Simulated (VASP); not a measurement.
# Ni (Fm-3m) in VASP: notebook, part 2 of 2

VASP 6.6.1. The steps go on from the part before.

### 5 Single point, LDA, collinear spin, ferromagnetic start

INCAR

```
  PREC = Accurate
  ENCUT = 520
  EDIFF = 1E-6
  ISMEAR = 0
  SIGMA = 0.05
  LREAL = False
  LASPH = True
  NELM = 150
  ALGO = Normal
  ISIF = 2
  LWAVE = False
  LCHARG = False
  ISPIN = 2
  MAGMOM = 0.5
  LORBIT = 11
  LMAXMIX = 4
  NBANDS = 15
```

KPOINTS

```
Automatic mesh
0
Gamma
  20 20 20
```

POSCAR

```
Ni
1.0
    0.0000000000      1.7121051126      1.7121051126
    1.7121051126      0.0000000000      1.7121051126
    1.7121051126      1.7121051126      0.0000000000
Ni
1
Direct
    0.0000000000      0.0000000000      0.0000000000
```

Potentials or basis: VASP PAW LDA potentials, release 64 (Ni).

Command:

```bash
cat potpaw_LDA.64/Ni/POTCAR > POTCAR
mpirun -np 1 vasp_std > vasp.out
```

OUTCAR:

```text
PREC = Accurate
   ENCUT = 520
   EDIFF = 1E-6
   ISMEAR = 0
   LREAL = False
   LASPH = True
   NELM = 150
   ISIF = 2
   ISPIN = 2
   LORBIT = 11

 ion  position               nearest neighbor table
   1  0.000  0.000  0.000-

  LATTYP: Found a face centered cubic cell.
 ALAT       =     3.4242102252

  Lattice vectors:

 A1 = (   0.0000000000,   1.7121051126,   1.7121051126)
 A2 = (   1.7121051126,   0.0000000000,   1.7121051126)
 A3 = (   1.7121051126,   1.7121051126,   0.0000000000)
[... 1073 lines left out ...]
  --------------------------------------------------------------------------------------
  -------------------------------------------------------------------------------------
  Total       -0.0139225     -0.0139225     -0.0139225     -0.0000000      0.0000000      0.0000000
  in kB       -2.2223156     -2.2223156     -2.2223156     -0.0000000      0.0000000      0.0000000
  external PRESSURE =      -2.2223156 kB  Pullay stress =       0.0000000 kB

 VOLUME and BASIS-vectors are now :
 -----------------------------------------------------------------------------
  energy-cutoff  :      520.00
  volume of cell :       10.04
      direct lattice vectors                 reciprocal lattice vectors
     0.000000000  1.712105113  1.712105113    -0.292038144  0.292038144  0.292038144
     1.712105113  0.000000000  1.712105113     0.292038144 -0.292038144  0.292038144
     1.712105113  1.712105113  0.000000000     0.292038144  0.292038144 -0.292038144

 POSITION                                       TOTAL-FORCE (eV/Angst)
 -----------------------------------------------------------------------------------
      0.00000      0.00000      0.00000         0.000000      0.000000     -0.000000
 -----------------------------------------------------------------------------------
    total drift:                                0.000000     -0.000000     -0.000000

  FREE ENERGIE OF THE ION-ELECTRON SYSTEM (eV)
  ---------------------------------------------------
  free  energy   TOTEN  =        -6.5799728798 eV

  energy  without entropy=       -6.5780860219  energy(sigma->0) =       -6.57902945

 total charge

# of ion       s       p       d       tot
------------------------------------------
    1        0.536   0.572   8.366   9.474

 magnetization (x)

# of ion       s       p       d       tot
------------------------------------------
    1       -0.005  -0.019   0.629   0.606
```

OSZICAR:

```text
N       E                     dE             d eps       ncg     rms          rms(c)
DAV:   1     0.312300188606E+02    0.31230E+02   -0.42142E+03 16519   0.881E+02
DAV:   2    -0.633558898563E+01   -0.37566E+02   -0.34893E+02 17173   0.164E+02
DAV:   3    -0.768560775550E+01   -0.13500E+01   -0.13372E+01 19042   0.304E+01
DAV:   4    -0.769268681286E+01   -0.70791E-02   -0.70778E-02 18761   0.210E+00
DAV:   5    -0.769275278725E+01   -0.65974E-04   -0.65973E-04 19549   0.184E-01    0.110E+01
DAV:   6    -0.688773479395E+01    0.80502E+00   -0.13111E+01 22276   0.410E+01    0.548E+00
DAV:   7    -0.660342659740E+01    0.28431E+00   -0.20578E+00 19763   0.147E+01    0.220E+00
DAV:   8    -0.658249025367E+01    0.20936E-01   -0.28795E-02 20720   0.116E+00    0.919E-01
DAV:   9    -0.658055452539E+01    0.19357E-02   -0.13255E-03 25502   0.219E-01    0.299E-01
DAV:  10    -0.658001108035E+01    0.54345E-03   -0.51772E-04 25164   0.127E-01    0.631E-02
DAV:  11    -0.657997255235E+01    0.38528E-04   -0.25188E-05 24997   0.282E-02    0.253E-02
DAV:  12    -0.657997287978E+01   -0.32743E-06   -0.37816E-06 16896   0.125E-02
   1 F= -.65799729E+01 E0= -.65790295E+01  d E =-.188686E-02  mag=     0.6059
```

stdout:

```text
POSCAR found type information on POSCAR Ni
 POSCAR found :  1 types and       1 ions
 scaLAPACK will be used
 LDA part: xc-table for (Slater(with rela. corr.)+CA(PZ))
 , standard interpolation
 POSCAR, INCAR and KPOINTS ok, starting setup
 FFT: planning ... GRIDC
 FFT: planning ... GRID_SOFT
 FFT: planning ... GRID
 WAVECAR not read
 entering main loop
```

It took 44 s on 1 thread of Intel Xeon Platinum 8375C at 2.90GHz (Ice Lake), shared host; peak memory 0.16 GiB.

What came out:

```
Free energy                                           : -6.5800 eV
Pressure                                              : -0.2 GPa
Net moment                                            : 0.60 μB per cell
Site moments                                          : Ni +0.61 μB
Valence electrons inside the program's atomic spheres : Ni 9.47
```

### 6 Single point, LDA, collinear spin, ferromagnetic start

This run uses another cell than the first one, of 10.90 Å³/atom, 1.086 times its volume.

INCAR

```
PREC = Accurate ; ENCUT = 520
EDIFF = 1E-6 ; ISMEAR = 0
SIGMA = 0.05 ; LREAL = False
LASPH = True ; NELM = 150
ALGO = Normal ; ISIF = 2
LWAVE = False ; LCHARG = False
ISPIN = 2 ; MAGMOM = 0.8
LORBIT = 11 ; LMAXMIX = 4
NBANDS = 15
```

KPOINTS is that of step 5.

POSCAR

```
Ni
1.0
    0.0000000000      1.7600000000      1.7600000000
    1.7600000000      0.0000000000      1.7600000000
    1.7600000000      1.7600000000      0.0000000000
Ni
1
Direct
    0.0000000000      0.0000000000      0.0000000000
```

Potentials or basis: VASP PAW LDA potentials, release 64 (Ni).

Command:

```bash
cat potpaw_LDA.64/Ni/POTCAR > POTCAR
mpirun -np 1 vasp_std > vasp.out
```

It took 54 s on 1 thread of Intel Xeon Platinum 8375C at 2.90GHz (Ice Lake), shared host; peak memory 0.17 GiB.

The run converged. Its results:

```yaml
Free_energy: -6.5289 eV
Pressure: -17.3 GPa
Net_moment: 0.61 μB per cell
Site_moments: Ni +0.62 μB
Valence_electrons_inside_the_program's_atomic_spheres: Ni 9.32
```

Levels at points of the mesh, in eV from the Fermi level:
Spin up:
```tsv
k point	band 2	band 3	band 4	band 5	band 6	band 7	band 8	band 9
(0.00, 0.00, 0.00)	-2.35	-2.35	-2.35	-1.20	-1.20	23.76	27.50	27.50
(0.50, 0.00, 0.00)	-2.35	-2.35	-0.52	-0.52	-0.25	5.69	22.29	24.52
(0.50, 0.50, 0.00)	-4.13	-0.49	-0.37	-0.37	2.45	9.25	14.75	14.75
```
Spin down:
```
           k point  band 3  band 4  band 5  band 6  band 7  band 8
(0.00, 0.00, 0.00)   -1.73   -1.73   -0.63   -0.63   23.74   27.54
(0.50, 0.00, 0.00)   -1.79   -0.23    0.14    0.14    6.07   22.26
(0.50, 0.50, 0.00)    0.11    0.34    0.34    2.49    9.52   14.81
```

### 7 Summary

```csv
spin,cell,gap on the mesh (eV),pressure (GPa),moment (μB)
off,"a = 2.421 Å, angles 60.0°, 1 atom",none,-1.5,-
"collinear, ferromagnetic start","a = 2.403 Å, angles 60.0°, 1 atom",none,5.8,0.61
"collinear, ferromagnetic start","a = 2.421 Å, angles 60.0°, 1 atom",none,-0.2,0.60
"collinear, ferromagnetic start","a = 2.489 Å, angles 60.0°, 1 atom",none,-17.3,0.61
```

Alike in all rows: task single point; level LDA; potentials or basis VASP PAW LDA potentials, release 64 (Ni); k mesh 20 × 20 × 20; cutoff (eV) 520; smearing gaussian 0.05 eV.

Total energies depend on the potentials used, so only differences within one code and one set of settings carry meaning.
